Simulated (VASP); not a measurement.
# In3Sb (Pm-3m) in VASP: notebook, part 2 of 2

VASP 6.6.1. Earlier steps stand in the parts before.

### 3 Single point, r2SCAN

File POSCAR:

```
In3Sb
1.0
    4.8369620000      0.0000000000      0.0000000000
    0.0000000000      4.8369620000      0.0000000000
    0.0000000000      0.0000000000      4.8369620000
In Sb
3 1
Direct
    0.5000000000      0.5000000000      0.0000000000
    0.5000000000      0.0000000000      0.5000000000
    0.0000000000      0.5000000000      0.5000000000
    0.0000000000      0.0000000000      0.0000000000
```

File INCAR.step1:

```
SYSTEM = In3Sb
PREC = Accurate ; ENCUT = 520
ISMEAR = 1 ; SIGMA = 0.01
LREAL = .False. ; LASPH = .True.
NELM = 60 ; NBANDS = 30
GGA = PE ; ALGO = Normal
EDIFF = 1E-4 ; LWAVE = .True.
LCHARG = .False.
```

File INCAR.step2:

```
SYSTEM = In3Sb
PREC = Accurate ; ENCUT = 520
EDIFF = 1E-7 ; ISMEAR = 1
SIGMA = 0.01 ; LREAL = .False.
LASPH = .True. ; NELM = 60
ALGO = Normal ; ISIF = 2
LWAVE = .False. ; LCHARG = .False.
METAGGA = R2SCAN ; LMIXTAU = .True.
NBANDS = 30 ; ISTART = 1
```

File KPOINTS:

```
regular mesh
0
Gamma
  10 10 10
  0 0 0
```

Potentials or basis: VASP PAW PBE potentials, release 64 (In_d, Sb).

Command:

```sh
$ cat potpaw_PBE.64/In_d/POTCAR potpaw_PBE.64/Sb/POTCAR > POTCAR
$ cp INCAR.step1 INCAR
$ mpirun -np 1 vasp_std > vasp.out
$ cp INCAR.step2 INCAR
$ mpirun -np 1 vasp_std > vasp.out
```

OUTCAR:

```text
SYSTEM = In3Sb
   PREC = Accurate
   ENCUT = 520
   EDIFF = 1E-7
   ISMEAR = 1
   LREAL = .False.
   LASPH = .True.
   NELM = 60
   ISIF = 2
   METAGGA = R2SCAN
   ISTART = 1

 ion  position               nearest neighbor table
   1  0.500  0.500  0.000-   2 3.42   3 3.42   4 3.42   2 3.42   3 3.42   2 3.42   4 3.42   2 3.42
                             3 3.42   4 3.42   3 3.42   4 3.42
   2  0.500  0.000  0.500-   1 3.42   3 3.42   4 3.42   1 3.42   4 3.42   1 3.42   3 3.42   1 3.42
[... 998 lines left out ...]
  Direction    XX          YY          ZZ          XY          YZ          ZX
  --------------------------------------------------------------------------------------
  -------------------------------------------------------------------------------------
  Total       -0.8826353     -0.8826353     -0.8826353     -0.0000000     -0.0000000     -0.0000000
  in kB      -12.4960818    -12.4960818    -12.4960818     -0.0000000     -0.0000000     -0.0000000
  external PRESSURE =     -12.4960818 kB  Pullay stress =       0.0000000 kB

 VOLUME and BASIS-vectors are now :
 -----------------------------------------------------------------------------
  energy-cutoff  :      520.00
  volume of cell :      113.17
      direct lattice vectors                 reciprocal lattice vectors
     4.836962000  0.000000000  0.000000000     0.206741339  0.000000000  0.000000000
     0.000000000  4.836962000  0.000000000     0.000000000  0.206741339  0.000000000
     0.000000000  0.000000000  4.836962000     0.000000000  0.000000000  0.206741339

 POSITION                                       TOTAL-FORCE (eV/Angst)
 -----------------------------------------------------------------------------------
      2.41848      2.41848      0.00000         0.000000      0.000000      0.000000
      2.41848      0.00000      2.41848         0.000000      0.000000      0.000000
      0.00000      2.41848      2.41848         0.000000      0.000000      0.000000
      0.00000      0.00000      0.00000         0.000000      0.000000      0.000000
 -----------------------------------------------------------------------------------
    total drift:                                0.000000      0.000000      0.000000

  FREE ENERGIE OF THE ION-ELECTRON SYSTEM (eV)
  ---------------------------------------------------
  free  energy   TOTEN  =       -93.1891074636 eV

  energy  without entropy=      -93.1889400769  energy(sigma->0) =      -93.18905167
```

OUTCAR.step1:

```text
SYSTEM = In3Sb
   PREC = Accurate
   ENCUT = 520
   ISMEAR = 1
   LREAL = .False.
   LASPH = .True.
[... 1025 lines left out ...]
      2.41848      0.00000      2.41848         0.000000      0.000000      0.000000
      0.00000      2.41848      2.41848         0.000000      0.000000      0.000000
      0.00000      0.00000      0.00000         0.000000      0.000000      0.000000
 -----------------------------------------------------------------------------------
    total drift:                                0.000000      0.000000      0.000000

  FREE ENERGIE OF THE ION-ELECTRON SYSTEM (eV)
  ---------------------------------------------------
  free  energy   TOTEN  =       -11.7238538265 eV

  energy  without entropy=      -11.7239513322  energy(sigma->0) =      -11.72388633
```

OSZICAR.step1:

```text
N       E                     dE             d eps       ncg     rms          rms(c)
DAV:   1     0.390953967165E+03    0.39095E+03   -0.20375E+04  3360   0.179E+03
DAV:   2     0.246418923946E+02   -0.36631E+03   -0.35905E+03  3396   0.434E+02
DAV:   3    -0.103755609341E+02   -0.35017E+02   -0.34415E+02  4070   0.154E+02
DAV:   4    -0.117491780575E+02   -0.13736E+01   -0.13692E+01  3866   0.329E+01
DAV:   5    -0.118241451573E+02   -0.74967E-01   -0.74960E-01  4976   0.650E+00    0.385E+00
DAV:   6    -0.117338448576E+02    0.90300E-01   -0.23717E-01  4320   0.472E+00    0.209E+00
DAV:   7    -0.117252971987E+02    0.85477E-02   -0.47053E-02  4346   0.184E+00    0.585E-01
DAV:   8    -0.117239258618E+02    0.13713E-02   -0.32576E-03  4528   0.426E-01    0.202E-01
DAV:   9    -0.117238538265E+02    0.72035E-04   -0.60407E-04  3444   0.160E-01
   1 F= -.11723854E+02 E0= -.11723886E+02  d E =0.975056E-04
```

Run time: 4.6 min. Hardware: 1 thread of Intel Xeon 6975P-C (Granite Rapids), shared host; peak memory 0.32 GiB.

Results:

- Free energy: -93.1891 eV
- Pressure: -1.2 GPa
- Band gap on the k mesh: zero (bands 22 and 23 overlap by 3.73 eV)

Levels at points of the mesh, in eV from the Fermi level:
| k point | band 19 | band 20 | band 21 | band 22 | band 23 | band 24 | band 25 | band 26 |
| --- | --- | --- | --- | --- | --- | --- | --- | --- |
| (0.00, 0.00, 0.00) | -2.94 | -2.94 | -2.23 | -2.23 | 2.46 | 2.46 | 2.46 | 4.17 |
| (0.50, 0.00, 0.00) | -1.66 | -1.60 | -1.60 | -0.12 | -0.12 | 0.27 | 1.38 | 4.77 |
| (0.50, 0.50, 0.00) | -5.81 | -0.62 | 0.17 | 0.45 | 0.45 | 1.57 | 1.72 | 1.72 |
| (0.50, 0.50, 0.50) | -4.44 | -4.03 | -4.03 | -4.03 | -3.18 | 5.67 | 5.67 | 5.67 |

Caveat: the PAW data sets were made with another functional, which shifts forces and pressure a little; spin-orbit coupling is left out, which moves the levels of the heavy elements.

### 4 Single point, r2SCAN

POSCAR is that of step 3.

File INCAR.step1:

```
PREC     = Accurate       # precision mode
ENCUT    = 520            # plane-wave cutoff, eV
ISMEAR   = 1              # smearing method
SIGMA    = 0.1            # smearing width, eV
LREAL    = F              # projectors in reciprocal space
LASPH    = T              # aspherical terms in the spheres
NELM     = 100            # most SCF steps
NBANDS   = 30             # bands
GGA      = PE             # functional
ALGO     = Normal         # electronic algorithm
EDIFF    = 1E-4           # SCF threshold, eV
LWAVE    = T              # write WAVECAR
LCHARG   = F              # write CHGCAR
```

File INCAR.step2:

```
PREC     = Accurate       # precision mode
ENCUT    = 520            # plane-wave cutoff, eV
EDIFF    = 1E-7           # SCF threshold, eV
ISMEAR   = 1              # smearing method
SIGMA    = 0.1            # smearing width, eV
LREAL    = F              # projectors in reciprocal space
LASPH    = T              # aspherical terms in the spheres
NELM     = 100            # most SCF steps
ALGO     = Normal         # electronic algorithm
ISIF     = 2              # what is computed and relaxed
LWAVE    = F              # write WAVECAR
LCHARG   = T              # write CHGCAR
METAGGA  = R2SCAN         # meta-GGA
LMIXTAU  = T            
LELF     = T              # ELF
LVHAR    = T            
NBANDS   = 30             # bands
ISTART   = 1
```

File KPOINTS:

```
Automatic mesh
0
Gamma
  10 10 10
```

Command:

```sh
$ cat potpaw_PBE.64/In_d/POTCAR potpaw_PBE.64/Sb/POTCAR > POTCAR
$ cp INCAR.step1 INCAR
$ mpirun -np 1 vasp_std > vasp.out
$ cp INCAR.step2 INCAR
$ mpirun -np 1 vasp_std > vasp.out
```

It took 4.6 min on 1 thread of Intel Xeon 6975P-C (Granite Rapids), shared host; peak memory 0.33 GiB.

Results (log left out):

| Quantity | Value |
| --- | --- |
| Free energy | -93.1898 eV |
| Pressure | -1.2 GPa |
| Band gap on the k mesh | zero (bands 22 and 23 overlap by 3.73 eV) |

Levels at points of the mesh, in eV from the Fermi level:
```tsv
k point	band 20	band 21	band 22	band 23	band 24	band 25
(0.00, 0.00, 0.00)	-2.95	-2.25	-2.25	2.45	2.45	2.45
(0.50, 0.00, 0.00)	-1.62	-1.62	-0.14	-0.14	0.25	1.37
(0.50, 0.50, 0.00)	-0.63	0.15	0.44	0.44	1.55	1.71
(0.50, 0.50, 0.50)	-4.05	-4.05	-4.05	-3.20	5.66	5.66
```

Caveat: the PAW data sets were made with another functional, which shifts forces and pressure a little; spin-orbit coupling is left out, which moves the levels of the heavy elements.

### 5 Overview

| smearing | gap on the mesh (eV) | pressure (GPa) |
| --- | --- | --- |
| fermi-dirac 0.5 eV | none | -0.7 |
| methfessel-paxton 0.01 eV | none | -1.2 |
| methfessel-paxton 0.1 eV | none | -1.2 |

Alike in all rows: task single point; level r2SCAN; potentials or basis VASP PAW PBE potentials, release 64 (In_d, Sb); no spin polarisation; cell as given; k mesh 10 × 10 × 10; cutoff (eV) 520.

Caveats: the PAW data sets were made with another functional, which shifts forces and pressure a little; spin-orbit coupling is left out, which moves the levels of the heavy elements; so wide a smearing shifts energies and pressures (at least some runs).

Absolute energies hang on the potentials; compare differences alone.
